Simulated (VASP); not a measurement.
# CaCu2S2 in VASP: single point with PBEsol

Aim: the single point of CaCu2S2 with PBEsol.

Everything below comes from runs of VASP 6.6.1. Logs are shortened: lines on timing, memory, paths and dates and some standing lists are left out, and cuts for length are marked.

## (1) The cell of the first run

The typed cell holds 5 atoms: a = 3.928 Å, b = 3.928 Å, c = 6.504 Å, α = 90.00°, β = 90.00°, γ = 120.00°.

## (2) Single point, PBEsol

INCAR

```
PREC = Accurate ; ENCUT = 520
EDIFF = 1E-6 ; ISMEAR = -1
SIGMA = 0.0115 ; LREAL = F
LASPH = T ; NELM = 100
ALGO = Normal ; ISIF = 2
LWAVE = F ; LCHARG = F
GGA = PS ; NBANDS = 30
```

KPOINTS

```
regular mesh
0
Gamma
  8 8 4
```

POSCAR

```
CaCu2S2
1.0
    3.9284302700      0.0000000000      0.0000000000
   -1.9642151300      3.4021203200      0.0000000000
    0.0000000000      0.0000000000      6.5038453400
Cu Ca S
2 1 2
Direct
    0.3333000000      0.6667000000      0.3764900000
    0.6667000000      0.3333000000      0.6235100000
    0.0000000000      0.0000000000      0.0000000000
    0.3333000000      0.6667000000      0.7463000000
    0.6667000000      0.3333000000      0.2537000000
```

Potentials or basis: VASP PAW PBE potentials, release 64 (Cu, Ca_sv, S).

Launch:

```
> cat potpaw_PBE.64/Cu/POTCAR potpaw_PBE.64/Ca_sv/POTCAR potpaw_PBE.64/S/POTCAR > POTCAR
> mpirun -np 1 vasp_std > vasp.out
```

OUTCAR:

```text
PREC = Accurate
   ENCUT = 520
   EDIFF = 1E-6
   ISMEAR = -1
   LREAL = F
   LASPH = T
   NELM = 100
   ISIF = 2
   GGA = PS

 ion  position               nearest neighbor table
   1  0.333  0.667  0.376-   5 2.40   5 2.40   5 2.40   4 2.41   2 2.78   2 2.78   2 2.78
   2  0.667  0.333  0.624-   4 2.40   4 2.40   4 2.40   5 2.41   1 2.78   1 2.78   1 2.78
   3  0.000  0.000  0.000-   4 2.80   5 2.80   4 2.80   5 2.80   5 2.80   4 2.80
   4  0.333  0.667  0.746-   2 2.40   2 2.40   2 2.40   1 2.41   3 2.80   3 2.80   3 2.80
   5  0.667  0.333  0.254-   1 2.40   1 2.40   1 2.40   2 2.41   3 2.80   3 2.80   3 2.80

  LATTYP: Found a hexagonal cell.
 ALAT       =     3.9284302700
 C/A-ratio  =     1.6555837556

  Lattice vectors:

 A1 = (   3.9284302700,   0.0000000000,   0.0000000000)
 A2 = (  -1.9642151300,   3.4021203200,   0.0000000000)
 A3 = (   0.0000000000,   0.0000000000,   6.5038453400)

Analysis of symmetry for initial positions (statically):
=====================================================================
 Subroutine PRICEL returns:
 Original cell was already a primitive cell.

 Routine SETGRP: Setting up the symmetry group for a
 hexagonal supercell.

 Subroutine GETGRP returns: Found  4 space group operations
 (whereof  4 operations were pure point group operations)
 out of a pool of 24 trial point group operations.

The static configuration has the point symmetry C_2h.

Analysis of symmetry for dynamics (positions and initial velocities):
=====================================================================
 Subroutine PRICEL returns:
 Original cell was already a primitive cell.

 Routine SETGRP: Setting up the symmetry group for a
 hexagonal supercell.

 Subroutine GETGRP returns: Found  4 space group operations
 (whereof  4 operations were pure point group operations)
 out of a pool of 24 trial point group operations.

The dynamic configuration has the point symmetry C_2h.

 Subroutine INISYM returns: Found  4 space group operations
 (whereof  4 operations are pure point group operations),
 and found     1 'primitive' translations

----------------------------------------------------------------------------------------

                                     Primitive cell

  volume of cell :      86.9238

  direct lattice vectors                    reciprocal lattice vectors
     3.928430270  0.000000000  0.000000000     0.254554601  0.146967171  0.000000000
    -1.964215130  3.402120320  0.000000000     0.000000000  0.293934343  0.000000000
     0.000000000  0.000000000  6.503845340     0.000000000  0.000000000  0.153755194

  length of vectors
     3.928430270  3.928430189  6.503845340     0.293934337  0.293934343  0.153755194

  position of ions in fractional coordinates (direct lattice)
     0.333300000  0.666700000  0.376490000
     0.666700000  0.333300000  0.623510000
     0.000000000  0.000000000  0.000000000
     0.333300000  0.666700000  0.746300000
     0.666700000  0.333300000  0.253700000

  ion indices of the primitive-cell ions
   primitive index   ion index
                 1           1
                 2           2
                 3           3
                 4           4
                 5           5

----------------------------------------------------------------------------------------

 KPOINTS: regular mesh

Automatic generation of k-mesh.
 Grid dimensions read from file:
 generate k-points for:    8    8    4

 Generating k-lattice:

  Cartesian coordinates                     Fractional coordinates (reciprocal lattice)
     0.031819325  0.018370896  0.000000000     0.125000000 -0.000000000  0.000000000
     0.000000000  0.036741793  0.000000000     0.000000000  0.125000000  0.000000000
     0.000000000  0.000000000  0.038438798     0.000000000  0.000000000  0.250000000

  Length of vectors
     0.036741792  0.036741793  0.038438798

  Shift w.r.t. Gamma in fractional coordinates (k-lattice)
     0.000000000  0.000000000  0.000000000

 Subroutine IBZKPT returns following result:
 ===========================================

 Found     78 irreducible k-points:

 Following reciprocal coordinates:
            Coordinates               Weight
  0.000000  0.000000  0.000000      1.000000
  0.125000  0.000000  0.000000      4.000000
 -0.125000  0.125000  0.000000      2.000000
  0.250000  0.000000  0.000000      4.000000
 -0.250000  0.250000  0.000000      2.000000
  0.375000  0.000000  0.000000      4.000000
[... 16 lines left out ...]
  0.125000  0.000000  0.250000      4.000000
  0.000000  0.125000  0.250000      4.000000
 [... further k-points ...]
   k-points           NKPTS =     78   k-points in BZ     NKDIM =     78   number of bands    NBANDS=     30
   number of dos      NEDOS =    301   number of ions     NIONS =      5
   total plane-waves  NPLWV =  43200
   dimension x,y,z NGX =    30 NGY =   30 NGZ =   48
   dimension x,y,z NGXF=    60 NGYF=   60 NGZF=   96
   ions per type =               2   1   2
   NGX,Y,Z   is equivalent  to a cutoff of  12.70, 12.70, 12.27 a.u.
   NGXF,Y,Z  is equivalent  to a cutoff of  25.39, 25.39, 24.54 a.u.
 SYSTEM =  unknown system
   PREC   = accura    normal or accurate (medium, high low for compatibility)
   ISTART =      0    job   : 0-new  1-cont  2-samecut
   ICHARG =      2    charge: 1-file 2-atom 10-const
   ISPIN  =      1    spin polarized calculation?
   LNONCOLLINEAR =      F non collinear calculations
   LSORBIT =      F    spin-orbit coupling
   LASPH  =      T    aspherical Exc in radial PAW
   ENCUT  =  520.0 eV  38.22 Ry    6.18 a.u.   7.30  7.30 12.09*2*pi/ulx,y,z
   NELM   =    100;   NELMIN=  2; NELMDL= -5     # of ELM steps
   EDIFF  = 0.1E-05   stopping-criterion for ELM
   LREAL  =      F    real-space projection
   EDIFFG = 0.1E-04   stopping-criterion for IOM
   NSW    =      0    number of steps for IOM
   IBRION =     -1    ionic relax: 0-MD 1-quasi-New 2-CG
   NFREE  =      0    steps in history (QN), initial steepest desc. (CG)
   ISIF   =      2    stress and relaxation
   ISYM   =      2    0-nonsym 1-usesym 2-fastsym
   POTIM  = 0.5000    time-step for ionic-motion
   TEBEG  =    0.0;   TEEND  =   0.0 temperature during run
   PSTRESS=    0.0 pullay stress
   NELECT =      44.0000    total number of electrons
   NUPDOWN=      -1.0000    fix difference up-down
   EMIN   =  10.00;   EMAX   =-10.00  energy-range for DOS
   EFERMI =   0.00;   METHOD = LEGACY
   ISMEAR =    -1;   SIGMA  =   0.01  broadening in eV -4-tet -1-fermi 0-gaus
   EFERMI_NEDOS =   21; number of points for ismear=-14 and -15
   IALGO  =     38    algorithm
   IMIX   =      4    mixing-type and parameters
     AMIX     =   0.40;   BMIX     =  1.00
     AMIX_MAG =   1.60;   BMIX_MAG =  1.00
  volume/ion in A,a.u.               =      17.38       117.32
  Fermi-wavevector in a.u.,A,eV,Ry     =   1.304706  2.465537 23.160632  1.702258
  Thomas-Fermi vector in A             =   2.435624
   LORBIT       =      0    0 simple, 1 ext, 2 COOP (PROOUT), +10 PAW based schemes
   GGA     = PS    functional components
   LHFCALC =     F    Hartree Fock is set to
   AEXX    =    0.0000 exact exchange contribution
   IVDW    =     0    specifies the selected vdW correction
   LEPSILON=     F    determine dielectric tensor
   LRPA    =     F    only Hartree local field effects (RPA)
 non-spin polarized calculation
  energy-cutoff  :      520.00
  volume of cell :       86.92
 maximum number of plane-waves:      2370
 NGX is ok and might be reduce to    30
   NGX = 15   NGY = 15   NGZ = 25

 number of electron      43.9999965 magnetization

 Free energy of the ion-electron system (eV)
  ---------------------------------------------------
  ext. energy  EPLUGINS =         0.00000000
  ---------------------------------------------------
  free energy    TOTEN  =       -24.39736164 eV

  energy without entropy =      -24.39736164  energy(sigma->0) =      -24.39736164

 E-fermi :   5.7769     XC(G=0): -10.6497

 val. band max:        5.4894320693   @ k =   0.0000   0.0000   0.0000
 cond. band min:       6.5270712534   @ k =   0.0000   0.0000   0.0000
 fundamental gap:      1.0376391840
 Fermi energy:         5.7768667420

 k-point     1 :       0.0000    0.0000    0.0000
  band No.  band energies     occupation
      1     -34.7838      2.00000
      2     -15.9938      2.00000
      3     -15.8711      2.00000
      4     -15.8711      2.00000
      5      -8.4603      2.00000
      6      -7.5233      2.00000
[... 22 lines left out ...]
     29       9.5645      0.00000
     30      11.5843      0.00000

 k-point     2 :       0.1250    0.0000    0.0000
  band No.  band energies     occupation
      1     -34.7821      2.00000
      2     -15.9861      2.00000
      3     -15.8968      2.00000
      4     -15.8762      2.00000
      5      -8.3540      2.00000
      6      -7.5028      2.00000
[... 22 lines left out ...]
     29       9.6176      0.00000
     30      11.3483      0.00000

 k-point     3 :      -0.1250    0.1250    0.0000
  band No.  band energies     occupation
      1     -34.7821      2.00000
      2     -15.9861      2.00000
      3     -15.8968      2.00000
      4     -15.8762      2.00000
      5      -8.3540      2.00000
      6      -7.5028      2.00000
[... 22 lines left out ...]
     29       9.6179      0.00000
     30      11.3480      0.00000

 k-point     4 :       0.2500    0.0000    0.0000
  band No.  band energies     occupation
      1     -34.7781      2.00000
      2     -15.9695      2.00000
      3     -15.9555      2.00000
      4     -15.8883      2.00000
      5      -8.0771      2.00000
      6      -7.4567      2.00000
[... 616 lines left out ...]
     29       9.7868      0.00000
     30      11.5748      0.00000

 k-point    23 :       0.1250    0.0000    0.2500
  band No.  band energies     occupation
      1     -34.7821      2.00000
      2     -15.9869      2.00000
      3     -15.8968      2.00000
      4     -15.8762      2.00000
      5      -8.2499      2.00000
      6      -7.6333      2.00000
[... 22 lines left out ...]
     29      10.2907      0.00000
     30      11.0004      0.00000

 k-point    24 :       0.0000    0.1250    0.2500
  band No.  band energies     occupation
      1     -34.7821      2.00000
      2     -15.9869      2.00000
      3     -15.8967      2.00000
      4     -15.8762      2.00000
      5      -8.2444      2.00000
      6      -7.6406      2.00000
[... 22 lines left out ...]
     29      10.0985      0.00000
     30      11.5546      0.00000

 [... further k-points ...]
[... 5 lines left out ...]
  --------------------------------------------------------------------------------------
  -------------------------------------------------------------------------------------
  Total       -2.1785212     -2.1779759     -2.0734882      0.0004721      0.0000976     -0.0001690
  in kB      -40.1544278    -40.1443781    -38.2184633      0.0087014      0.0017990     -0.0031155
  external PRESSURE =     -39.5057564 kB  Pullay stress =       0.0000000 kB

 VOLUME and BASIS-vectors are now :
 -----------------------------------------------------------------------------
  energy-cutoff  :      520.00
  volume of cell :       86.92
      direct lattice vectors                 reciprocal lattice vectors
     3.928430270  0.000000000  0.000000000     0.254554601  0.146967171  0.000000000
    -1.964215130  3.402120320  0.000000000     0.000000000  0.293934343  0.000000000
     0.000000000  0.000000000  6.503845340     0.000000000  0.000000000  0.153755194

 POSITION                                       TOTAL-FORCE (eV/Angst)
 -----------------------------------------------------------------------------------
     -0.00020      2.26819      2.44863         0.000711     -0.000411      0.030846
      1.96441      1.13393      4.05521        -0.000711      0.000411     -0.030846
      0.00000      0.00000      0.00000        -0.000000      0.000000      0.000000
     -0.00020      2.26819      4.85382         0.001230     -0.000710     -0.435714
      1.96441      1.13393      1.65003        -0.001230      0.000710      0.435714
 -----------------------------------------------------------------------------------
    total drift:                               -0.000000      0.000000      0.000000

  FREE ENERGIE OF THE ION-ELECTRON SYSTEM (eV)
  ---------------------------------------------------
  free  energy   TOTEN  =       -24.3973616428 eV

  energy  without entropy=      -24.3973616428  energy(sigma->0) =      -24.39736164
```

Wall time 4.3 min (1 thread of Intel Xeon 6975P-C, shared host); peak memory 0.34 GiB.

Results:

```
Free energy            : -24.3974 eV
Pressure               : -4.0 GPa
Largest force          : 0.436 eV/Å
Band gap on the k mesh : 1.04 eV, direct
```

Forces on the atoms (eV/Å):
```
Cu   0.001  0.000  0.031
Cu  -0.001  0.000 -0.031
Ca   0.000  0.000  0.000
S    0.001 -0.001 -0.436
S   -0.001  0.001  0.436
```

Caveat: the PAW data sets were made with another functional, which shifts forces and pressure a little.
